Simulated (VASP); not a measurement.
# V (Im-3m) in VASP: further runs

Runs on V. Level: LDA. Tasks: single point.

Everything below comes from runs of VASP 6.6.1. Logs are shortened: lines on timing, memory, paths and dates and some standing lists are left out, and cuts for length are marked.

## 1. The cell of the first run

It takes space group Im-3m (No. 229, cubic). The conventional cell has a = 2.927 Å, b = 2.927 Å, c = 2.927 Å, α = 90.00°, β = 90.00°, γ = 90.00°. V (site symmetry m-3m) has 14 V at 2.54 to 2.93 Å within 3.3 Å.

## 2. Single point, LDA

File INCAR:

```
SYSTEM = V
PREC = Accurate
ENCUT = 520
EDIFF = 1E-6
ISMEAR = 0
SIGMA = 0.2
LREAL = .False.
LASPH = .True.
NELM = 60
ALGO = Normal
ISIF = 2
LWAVE = .False.
LCHARG = .False.
GGA = CA
NBANDS = 12
```

File KPOINTS:

```
Automatic mesh
0
Gamma
  15 15 15
  0 0 0
```

File POSCAR:

```
V
1.0
   -1.4636513664      1.4636513664      1.4636513664
    1.4636513664     -1.4636513664      1.4636513664
    1.4636513664      1.4636513664     -1.4636513664
V
1
Direct
    0.0000000000      0.0000000000      0.0000000000
```

Potentials or basis: VASP PAW LDA potentials, release 64 (V_sv).

Launch:

```bash
> cat potpaw_LDA.64/V_sv/POTCAR > POTCAR
> mpirun -np 1 vasp_std > vasp.out
```

OUTCAR:

```text
SYSTEM = V
   PREC = Accurate
   ENCUT = 520
   EDIFF = 1E-6
   ISMEAR = 0
   LREAL = .False.
   LASPH = .True.
   NELM = 60
   ISIF = 2
   GGA = CA

 ion  position               nearest neighbor table
   1  0.000  0.000  0.000-

  LATTYP: Found a body centered cubic cell.
 ALAT       =     2.9273027328

  Lattice vectors:

 A1 = (  -1.4636513664,   1.4636513664,   1.4636513664)
 A2 = (   1.4636513664,  -1.4636513664,   1.4636513664)
 A3 = (   1.4636513664,   1.4636513664,  -1.4636513664)

Analysis of symmetry for initial positions (statically):
=====================================================================
 Subroutine PRICEL returns:
 Original cell was already a primitive cell.

 Routine SETGRP: Setting up the symmetry group for a
 body centered cubic supercell.

 Subroutine GETGRP returns: Found 48 space group operations
 (whereof 48 operations were pure point group operations)
 out of a pool of 48 trial point group operations.

The static configuration has the point symmetry O_h .

Analysis of symmetry for dynamics (positions and initial velocities):
=====================================================================
 Subroutine PRICEL returns:
 Original cell was already a primitive cell.

 Routine SETGRP: Setting up the symmetry group for a
 body centered cubic supercell.

 Subroutine GETGRP returns: Found 48 space group operations
 (whereof 48 operations were pure point group operations)
 out of a pool of 48 trial point group operations.

The dynamic configuration has the point symmetry O_h .

 Subroutine INISYM returns: Found 48 space group operations
 (whereof 48 operations are pure point group operations),
 and found     1 'primitive' translations

----------------------------------------------------------------------------------------

                                     Primitive cell

  volume of cell :      12.5422

  direct lattice vectors                    reciprocal lattice vectors
    -1.463651366  1.463651366  1.463651366     0.000000000  0.341611405  0.341611405
     1.463651366 -1.463651366  1.463651366     0.341611405  0.000000000  0.341611405
     1.463651366  1.463651366 -1.463651366     0.341611405  0.341611405  0.000000000

  length of vectors
     2.535118531  2.535118531  2.535118531     0.483111482  0.483111482  0.483111482

  position of ions in fractional coordinates (direct lattice)
     0.000000000  0.000000000  0.000000000

[... 81 lines left out ...]
   ISIF   =      2    stress and relaxation
   ISYM   =      2    0-nonsym 1-usesym 2-fastsym
   POTIM  = 0.5000    time-step for ionic-motion
   TEBEG  =    0.0;   TEEND  =   0.0 temperature during run
   PSTRESS=    0.0 pullay stress
   NELECT =      13.0000    total number of electrons
   NUPDOWN=      -1.0000    fix difference up-down
   EMIN   =  10.00;   EMAX   =-10.00  energy-range for DOS
   EFERMI =   0.00;   METHOD = LEGACY
   ISMEAR =     0;   SIGMA  =   0.20  broadening in eV -4-tet -1-fermi 0-gaus
   EFERMI_NEDOS =   21; number of points for ismear=-14 and -15
   IALGO  =     38    algorithm
   IMIX   =      4    mixing-type and parameters
     AMIX     =   0.40;   BMIX     =  1.00
     AMIX_MAG =   1.60;   BMIX_MAG =  1.00
  volume/ion in A,a.u.               =      12.54        84.64
  Fermi-wavevector in a.u.,A,eV,Ry     =   1.656781  3.130861 37.346926  2.744922
  Thomas-Fermi vector in A             =   2.744646
   LORBIT       =      0    0 simple, 1 ext, 2 COOP (PROOUT), +10 PAW based schemes
   GGA     = CA    functional components
   LHFCALC =     F    Hartree Fock is set to
   AEXX    =    0.0000 exact exchange contribution
   IVDW    =     0    specifies the selected vdW correction
   LEPSILON=     F    determine dielectric tensor
   LRPA    =     F    only Hartree local field effects (RPA)
 non-spin polarized calculation
 Gauss-broadening in eV      SIGMA  =   0.20
  energy-cutoff  :      520.00
  volume of cell :       12.54
 maximum number of plane-waves:       366
   NGX =  9   NGY =  9   NGZ =  9

 number of electron      13.0000011 magnetization

 Free energy of the ion-electron system (eV)
  ---------------------------------------------------
  ext. energy  EPLUGINS =         0.00000000
  ---------------------------------------------------
  free energy    TOTEN  =        -9.96698448 eV

  energy without entropy =       -9.93622701  energy(sigma->0) =       -9.95160574

 E-fermi :  10.4221     XC(G=0): -13.6233

 val. band max:       10.3872256695   @ k =   0.0667   0.0667   0.0667
 cond. band min:      10.4242347411   @ k =   0.4000   0.2000   0.0000
 fundamental gap:      0.0370090716
 Fermi energy:        10.4221421183

 k-point     1 :       0.0000    0.0000    0.0000
  band No.  band energies     occupation
      1     -52.4831      2.00000
      2     -26.0518      2.00000
      3     -26.0518      2.00000
      4     -26.0518      2.00000
      5       3.7522      2.00000
      6      10.8029      0.00709
      7      10.8029      0.00709
      8      10.8029      0.00709
      9      12.9858      0.00000
     10      12.9858      0.00000
     11      31.5008      0.00000
     12      31.5008      0.00000
[... 331 lines left out ...]
 k-point    24 :       0.4000    0.2000    0.0000
  band No.  band energies     occupation
      1     -52.1860      2.00000
      2     -27.0663      2.00000
      3     -26.5774      2.00000
      4     -26.1679      2.00000
      5       7.9125      2.00000
      6       9.1990      2.00000
      7      10.4242      0.98819
      8      12.9493      0.00000
      9      13.6634      0.00000
     10      17.4195      0.00000
     11      21.3416      0.00000
     12      24.6638      0.00000

 [... further k-points ...]

------------------------ aborting loop because EDIFF is reached ----------------------------------------

  FORCE on cell =-STRESS in cart. coord.  units (eV):
  Direction    XX          YY          ZZ          XY          YZ          ZX
  --------------------------------------------------------------------------------------
  -------------------------------------------------------------------------------------
  Total        0.0284621      0.0284621      0.0284621      0.0000000      0.0000000     -0.0000000
  in kB        3.6358324      3.6358324      3.6358324      0.0000000      0.0000000     -0.0000000
  external PRESSURE =       3.6358324 kB  Pullay stress =       0.0000000 kB

 VOLUME and BASIS-vectors are now :
 -----------------------------------------------------------------------------
  energy-cutoff  :      520.00
  volume of cell :       12.54
      direct lattice vectors                 reciprocal lattice vectors
    -1.463651366  1.463651366  1.463651366     0.000000000  0.341611405  0.341611405
     1.463651366 -1.463651366  1.463651366     0.341611405  0.000000000  0.341611405
     1.463651366  1.463651366 -1.463651366     0.341611405  0.341611405  0.000000000

 POSITION                                       TOTAL-FORCE (eV/Angst)
 -----------------------------------------------------------------------------------
      0.00000      0.00000      0.00000        -0.000000      0.000000     -0.000000
 -----------------------------------------------------------------------------------
    total drift:                                0.000000     -0.000000      0.000000

  FREE ENERGIE OF THE ION-ELECTRON SYSTEM (eV)
  ---------------------------------------------------
  free  energy   TOTEN  =        -9.9669844780 eV

  energy  without entropy=       -9.9362270112  energy(sigma->0) =       -9.95160574
```

OSZICAR:

```text
N       E                     dE             d eps       ncg     rms          rms(c)
DAV:   1     0.892325455827E+02    0.89233E+02   -0.70345E+03  2888   0.120E+03
DAV:   2    -0.998058886010E+01   -0.99213E+02   -0.96184E+02  2960   0.331E+02
DAV:   3    -0.112707383669E+02   -0.12901E+01   -0.12872E+01  3204   0.441E+01
DAV:   4    -0.112771527747E+02   -0.64144E-02   -0.64143E-02  3136   0.329E+00
DAV:   5    -0.112772296530E+02   -0.76878E-04   -0.76879E-04  3132   0.339E-01    0.205E+01
DAV:   6    -0.100034870334E+02    0.12737E+01   -0.27813E+00  2984   0.281E+01    0.249E+00
DAV:   7    -0.997735067529E+01    0.26136E-01   -0.26946E-02  3012   0.208E+00    0.131E+00
DAV:   8    -0.996693806495E+01    0.10413E-01   -0.60100E-03  3056   0.120E+00    0.596E-02
DAV:   9    -0.996697290981E+01   -0.34845E-04   -0.92225E-05  2960   0.135E-01    0.500E-02
DAV:  10    -0.996698451970E+01   -0.11610E-04   -0.40678E-06  3064   0.257E-02    0.170E-03
DAV:  11    -0.996698447798E+01    0.41721E-07   -0.28495E-07  1548   0.915E-03
   1 F= -.99669845E+01 E0= -.99516057E+01  d E =-.307575E-01
```

Run time: 24 s. Hardware: 1 thread of Intel Xeon 6975P-C, shared host; peak memory 0.13 GiB.

What came out:

* Free energy: -9.9670 eV
* Pressure: 0.4 GPa

## 3. Single point, LDA

File INCAR:

```
SYSTEM = V
ALGO = Normal
EDIFF = 1E-6
ENCUT = 520
GGA = CA
ISIF = 2
ISMEAR = 0
LASPH = .TRUE.
LCHARG = .TRUE.
LELF = .TRUE.
LREAL = .FALSE.
LVHAR = .TRUE.
LWAVE = .FALSE.
NBANDS = 12
NELM = 100
PREC = Accurate
SIGMA = 0.3
```

File KPOINTS:

```
k-points
0
G
  15 15 15
  0 0 0
```

POSCAR is that of step 2.

Potentials or basis: VASP PAW LDA potentials, release 64 (V_sv).

Launch:

```bash
> cat potpaw_LDA.64/V_sv/POTCAR > POTCAR
> mpirun -np 1 vasp_std > vasp.out
```

OUTCAR:

```text
SYSTEM = V
   EDIFF = 1E-6
   ENCUT = 520
   GGA = CA
   ISIF = 2
   ISMEAR = 0
   LASPH = .TRUE.
   LREAL = .FALSE.
   NELM = 100
   PREC = Accurate

 ion  position               nearest neighbor table
   1  0.000  0.000  0.000-

  LATTYP: Found a body centered cubic cell.
 ALAT       =     2.9273027328

  Lattice vectors:

 A1 = (  -1.4636513664,   1.4636513664,   1.4636513664)
 A2 = (   1.4636513664,  -1.4636513664,   1.4636513664)
 A3 = (   1.4636513664,   1.4636513664,  -1.4636513664)

Analysis of symmetry for initial positions (statically):
=====================================================================
 Subroutine PRICEL returns:
 Original cell was already a primitive cell.

 Routine SETGRP: Setting up the symmetry group for a
 body centered cubic supercell.

 Subroutine GETGRP returns: Found 48 space group operations
 (whereof 48 operations were pure point group operations)
 out of a pool of 48 trial point group operations.

The static configuration has the point symmetry O_h .

Analysis of symmetry for dynamics (positions and initial velocities):
=====================================================================
 Subroutine PRICEL returns:
 Original cell was already a primitive cell.

 Routine SETGRP: Setting up the symmetry group for a
 body centered cubic supercell.

 Subroutine GETGRP returns: Found 48 space group operations
 (whereof 48 operations were pure point group operations)
 out of a pool of 48 trial point group operations.

The dynamic configuration has the point symmetry O_h .

 Subroutine INISYM returns: Found 48 space group operations
 (whereof 48 operations are pure point group operations),
 and found     1 'primitive' translations

----------------------------------------------------------------------------------------

                                     Primitive cell

  volume of cell :      12.5422

  direct lattice vectors                    reciprocal lattice vectors
    -1.463651366  1.463651366  1.463651366     0.000000000  0.341611405  0.341611405
     1.463651366 -1.463651366  1.463651366     0.341611405  0.000000000  0.341611405
     1.463651366  1.463651366 -1.463651366     0.341611405  0.341611405  0.000000000

  length of vectors
     2.535118531  2.535118531  2.535118531     0.483111482  0.483111482  0.483111482

  position of ions in fractional coordinates (direct lattice)
     0.000000000  0.000000000  0.000000000

  ion indices of the primitive-cell ions
   primitive index   ion index
                 1           1

----------------------------------------------------------------------------------------

 KPOINTS: k-points

Automatic generation of k-mesh.
 Grid dimensions read from file:
 generate k-points for:   15   15   15

 Generating k-lattice:

  Cartesian coordinates                     Fractional coordinates (reciprocal lattice)
     0.000000000  0.022774094  0.022774094     0.066666667  0.000000000  0.000000000
     0.022774094  0.000000000  0.022774094     0.000000000  0.066666667  0.000000000
     0.022774094  0.022774094  0.000000000     0.000000000  0.000000000  0.066666667

  Length of vectors
     0.032207432  0.032207432  0.032207432

  Shift w.r.t. Gamma in fractional coordinates (k-lattice)
     0.000000000  0.000000000  0.000000000

 Subroutine IBZKPT returns following result:
 ===========================================

 Found    120 irreducible k-points:

 Following reciprocal coordinates:
            Coordinates               Weight
  0.000000  0.000000  0.000000      1.000000
  0.066667  0.000000  0.000000     12.000000
  0.133333  0.000000  0.000000     12.000000
  0.200000  0.000000  0.000000     12.000000
  0.266667  0.000000  0.000000     12.000000
  0.333333  0.000000  0.000000     12.000000
[... 16 lines left out ...]
  0.333333  0.200000  0.000000     48.000000
  0.400000  0.200000  0.000000     24.000000
 [... further k-points ...]
   k-points           NKPTS =    120   k-points in BZ     NKDIM =    120   number of bands    NBANDS=     12
   number of dos      NEDOS =    301   number of ions     NIONS =      1
   total plane-waves  NPLWV =   8000
   dimension x,y,z NGX =    20 NGY =   20 NGZ =   20
   dimension x,y,z NGXF=    40 NGYF=   40 NGZF=   40
   ions per type =               1
   NGX,Y,Z   is equivalent  to a cutoff of  13.12, 13.12, 13.12 a.u.
   NGXF,Y,Z  is equivalent  to a cutoff of  26.23, 26.23, 26.23 a.u.
 SYSTEM =  V
   PREC   = accura    normal or accurate (medium, high low for compatibility)
   ISTART =      0    job   : 0-new  1-cont  2-samecut
   ICHARG =      2    charge: 1-file 2-atom 10-const
   ISPIN  =      1    spin polarized calculation?
   LNONCOLLINEAR =      F non collinear calculations
   LSORBIT =      F    spin-orbit coupling
   LASPH  =      T    aspherical Exc in radial PAW
   ENCUT  =  520.0 eV  38.22 Ry    6.18 a.u.   4.71  4.71  4.71*2*pi/ulx,y,z
   NELM   =    100;   NELMIN=  2; NELMDL= -5     # of ELM steps
   EDIFF  = 0.1E-05   stopping-criterion for ELM
   LREAL  =      F    real-space projection
   EDIFFG = 0.1E-04   stopping-criterion for IOM
   NSW    =      0    number of steps for IOM
   IBRION =     -1    ionic relax: 0-MD 1-quasi-New 2-CG
   NFREE  =      0    steps in history (QN), initial steepest desc. (CG)
   ISIF   =      2    stress and relaxation
   ISYM   =      2    0-nonsym 1-usesym 2-fastsym
   POTIM  = 0.5000    time-step for ionic-motion
   TEBEG  =    0.0;   TEEND  =   0.0 temperature during run
   PSTRESS=    0.0 pullay stress
   NELECT =      13.0000    total number of electrons
   NUPDOWN=      -1.0000    fix difference up-down
   EMIN   =  10.00;   EMAX   =-10.00  energy-range for DOS
   EFERMI =   0.00;   METHOD = LEGACY
   ISMEAR =     0;   SIGMA  =   0.30  broadening in eV -4-tet -1-fermi 0-gaus
   EFERMI_NEDOS =   21; number of points for ismear=-14 and -15
   IALGO  =     38    algorithm
   IMIX   =      4    mixing-type and parameters
     AMIX     =   0.40;   BMIX     =  1.00
     AMIX_MAG =   1.60;   BMIX_MAG =  1.00
  volume/ion in A,a.u.               =      12.54        84.64
  Fermi-wavevector in a.u.,A,eV,Ry     =   1.656781  3.130861 37.346926  2.744922
  Thomas-Fermi vector in A             =   2.744646
   LORBIT       =      0    0 simple, 1 ext, 2 COOP (PROOUT), +10 PAW based schemes
   GGA     = CA    functional components
   LHFCALC =     F    Hartree Fock is set to
   AEXX    =    0.0000 exact exchange contribution
   IVDW    =     0    specifies the selected vdW correction
   LEPSILON=     F    determine dielectric tensor
   LRPA    =     F    only Hartree local field effects (RPA)
 non-spin polarized calculation
 Gauss-broadening in eV      SIGMA  =   0.30
  energy-cutoff  :      520.00
  volume of cell :       12.54
 maximum number of plane-waves:       366
   NGX =  9   NGY =  9   NGZ =  9

 number of electron      13.0000011 magnetization

 Free energy of the ion-electron system (eV)
  ---------------------------------------------------
  ext. energy  EPLUGINS =         0.00000000
  ---------------------------------------------------
  free energy    TOTEN  =        -9.98651631 eV

  energy without entropy =       -9.91615169  energy(sigma->0) =       -9.95133400

 E-fermi :  10.4382     XC(G=0): -13.6226

 val. band max:       10.4353341536   @ k =  -0.3333   0.3333   0.0667
 cond. band min:      10.4472111128   @ k =   0.3333   0.1333   0.1333
 fundamental gap:      0.0118769592
 Fermi energy:        10.4382362849

 k-point     1 :       0.0000    0.0000    0.0000
  band No.  band energies     occupation
      1     -52.4765      2.00000
      2     -26.0454      2.00000
      3     -26.0454      2.00000
      4     -26.0454      2.00000
      5       3.7523      2.00000
      6      10.8077      0.08156
      7      10.8077      0.08156
      8      10.8077      0.08156
      9      12.9903      0.00000
     10      12.9903      0.00000
     11      31.5003      0.00000
     12      31.5003      0.00000
[... 331 lines left out ...]
 k-point    24 :       0.4000    0.2000    0.0000
  band No.  band energies     occupation
      1     -52.1793      2.00000
      2     -27.0603      2.00000
      3     -26.5711      2.00000
      4     -26.1616      2.00000
      5       7.9150      2.00000
      6       9.2027      2.00000
      7      10.4265      1.04400
      8      12.9541      0.00000
      9      13.6685      0.00000
     10      17.4234      0.00000
     11      21.3451      0.00000
     12      24.6655      0.00000

 [... further k-points ...]

------------------------ aborting loop because EDIFF is reached ----------------------------------------

  FORCE on cell =-STRESS in cart. coord.  units (eV):
  Direction    XX          YY          ZZ          XY          YZ          ZX
  --------------------------------------------------------------------------------------
  -------------------------------------------------------------------------------------
  Total        0.0501997      0.0501997      0.0501997      0.0000000     -0.0000000      0.0000000
  in kB        6.4126681      6.4126681      6.4126681      0.0000000     -0.0000000      0.0000000
  external PRESSURE =       6.4126681 kB  Pullay stress =       0.0000000 kB

 VOLUME and BASIS-vectors are now :
 -----------------------------------------------------------------------------
  energy-cutoff  :      520.00
  volume of cell :       12.54
      direct lattice vectors                 reciprocal lattice vectors
    -1.463651366  1.463651366  1.463651366     0.000000000  0.341611405  0.341611405
     1.463651366 -1.463651366  1.463651366     0.341611405  0.000000000  0.341611405
     1.463651366  1.463651366 -1.463651366     0.341611405  0.341611405  0.000000000

 POSITION                                       TOTAL-FORCE (eV/Angst)
 -----------------------------------------------------------------------------------
      0.00000      0.00000      0.00000         0.000000     -0.000000      0.000000
 -----------------------------------------------------------------------------------
    total drift:                                0.000000     -0.000000      0.000000

  FREE ENERGIE OF THE ION-ELECTRON SYSTEM (eV)
  ---------------------------------------------------
  free  energy   TOTEN  =        -9.9865163121 eV

  energy  without entropy=       -9.9161516917  energy(sigma->0) =       -9.95133400
```

OSZICAR:

```text
N       E                     dE             d eps       ncg     rms          rms(c)
DAV:   1     0.892232514387E+02    0.89223E+02   -0.70345E+03  2888   0.120E+03
DAV:   2    -0.999558183759E+01   -0.99219E+02   -0.96184E+02  2960   0.331E+02
DAV:   3    -0.112862076662E+02   -0.12906E+01   -0.12875E+01  3204   0.441E+01
DAV:   4    -0.112926237373E+02   -0.64161E-02   -0.64160E-02  3136   0.329E+00
DAV:   5    -0.112927006199E+02   -0.76883E-04   -0.76882E-04  3132   0.339E-01    0.205E+01
DAV:   6    -0.100229269750E+02    0.12698E+01   -0.27828E+00  2984   0.280E+01    0.250E+00
DAV:   7    -0.999683187192E+01    0.26095E-01   -0.26904E-02  3012   0.208E+00    0.132E+00
DAV:   8    -0.998646911975E+01    0.10363E-01   -0.60919E-03  3056   0.121E+00    0.649E-02
DAV:   9    -0.998650485379E+01   -0.35734E-04   -0.87573E-05  2960   0.131E-01    0.509E-02
DAV:  10    -0.998651634748E+01   -0.11494E-04   -0.38843E-06  3012   0.245E-02    0.166E-03
DAV:  11    -0.998651631210E+01    0.35380E-07   -0.26416E-07  1540   0.873E-03
   1 F= -.99865163E+01 E0= -.99513340E+01  d E =-.703646E-01
```

It took 26 s on 1 thread of Intel Xeon 6975P-C, shared host; peak memory 0.13 GiB.

What came out:

| Property | Result |
| --- | --- |
| Free energy | -9.9865 eV |
| Pressure | 0.6 GPa |

Levels at points of the mesh, in eV from the Fermi level:
```
           k point  band 3  band 4  band 5  band 6  band 7  band 8  band 9  band 10
(0.00, 0.00, 0.00)  -36.48  -36.48   -6.69    0.37    0.37    0.37    2.55     2.55
```
